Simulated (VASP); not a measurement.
Here is a VASP 6.6.1 calculation.

The input INCAR:

```
SYSTEM = BN
ALGO     = Normal         ! electronic algorithm
EDIFF    = 1E-6           ! SCF threshold, eV
ENCUT    = 600            ! plane-wave cutoff, eV
GGA      = PE             ! functional
GGA_COMPAT= .FALSE.      
ISIF     = 2              ! what is computed and relaxed
ISMEAR   = 0              ! smearing method
LASPH    = .TRUE.         ! aspherical terms in the spheres
LCHARG   = .FALSE.        ! write CHGCAR
LREAL    = .FALSE.        ! projectors in reciprocal space
LWAVE    = .FALSE.        ! write WAVECAR
NBANDS   = 11             ! bands
NELM     = 120            ! most SCF steps
PREC     = Accurate       ! precision mode
SIGMA    = 0.01           ! smearing width, eV
```

File KPOINTS:

```
k-points
0
G
  4 4 4
  0 0 0
```

The input POSCAR:

```
BN
1.0
    0.0000000000      1.7809067400      1.7809067400
    1.7809067400      0.0000000000      1.7809067400
    1.7809067400      1.7809067400      0.0000000000
B N
1 1
Direct
    0.0000000000      0.0000000000      0.0000000000
    0.2500000000      0.2500000000      0.2500000000
```

Potentials or basis: VASP PAW PBE potentials, release 64 (B, N).

Command:

```console
$ cat potpaw_PBE.64/B/POTCAR potpaw_PBE.64/N/POTCAR > POTCAR
$ mpirun -np 1 vasp_std > vasp.out
```

Problem. Predict the pressure.

Solution. 22.4 GPa.

Problem. Predict the band gap on the k mesh.

Solution. 4.48 eV, indirect (least direct gap 9.00 eV).

Caveat: the k points lie up to 0.76 Å⁻¹ apart. A k mesh can miss the band edges.
